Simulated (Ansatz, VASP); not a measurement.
InP: VASP beside Ansatz

The input INCAR:

```
PREC = Accurate
ENCUT = 600
EDIFF = 1E-7
ISMEAR = -1
SIGMA = 0.05
LREAL = False
LASPH = True
NELM = 60
ALGO = Normal
ISIF = 3
LWAVE = False
LCHARG = False
GGA = PS
IBRION = 2
NSW = 80
EDIFFG = -0.02
```

Contents of KPOINTS:

```
Automatic mesh
0
Gamma
  8 8 8
```

Contents of POSCAR:

```
InP
1.0
    0.0000000000      2.9305000000      2.9305000000
    2.9305000000      0.0000000000      2.9305000000
    2.9305000000      2.9305000000      0.0000000000
In P
1 1
Direct
    0.0000000000      0.0000000000      0.0000000000
    0.7500000000      0.7500000000      0.7500000000
```

input.yaml

```yaml
crystal:
  lattice:
    - [0.0, 2.9305, 2.9305]
    - [2.9305, 0.0, 2.9305]
    - [2.9305, 2.9305, 0.0]
  atoms:
    - { symbol: In, position: [0.0, 0.0, 0.0] }
    - { symbol: P, position: [0.75, 0.75, 0.75] }
kpoints:
  mp_grid: { grid: [8, 8, 8] }
scf:
  occupations: { method: fermi_dirac, width: 0.05 }
hamiltonian:
  xc: pbesol
  pseudopotentials: { kind: all_electron, lapw: { basis_error: 0.001 } }
output:
  forces: true
  stress: true
relax:
  f_tol: 0.02
  max_steps: 60
  cell: {}
```

Alike in both runs: task relaxation of cell and atoms; functional PBEsol; k mesh 8 × 8 × 8; occupations fermi-dirac, width 0.05 eV; no spin polarisation.

|  | VASP | Ansatz |
| --- | --- | --- |
| version | VASP 6.6.1 | Ansatz 0.2.0 |
| potentials or method | VASP PAW PBE potentials, release 64 (In_d, P), cutoff 600 eV | all-electron LAPW, scalar-relativistic |

Ansatz gave:

- relaxed volume (Å³/atom): 25.39
- relaxed cell length with the largest relative difference (Å): 4.157

Problem. What did VASP give for the same quantities?

Solution. Relaxed volume (Å³/atom): 25.40; relaxed cell length with the largest relative difference (Å): 4.157.

VASP's potentials were made for PBE, not for PBEsol. Ansatz ran all-electron here, and VASP with PAW potentials.
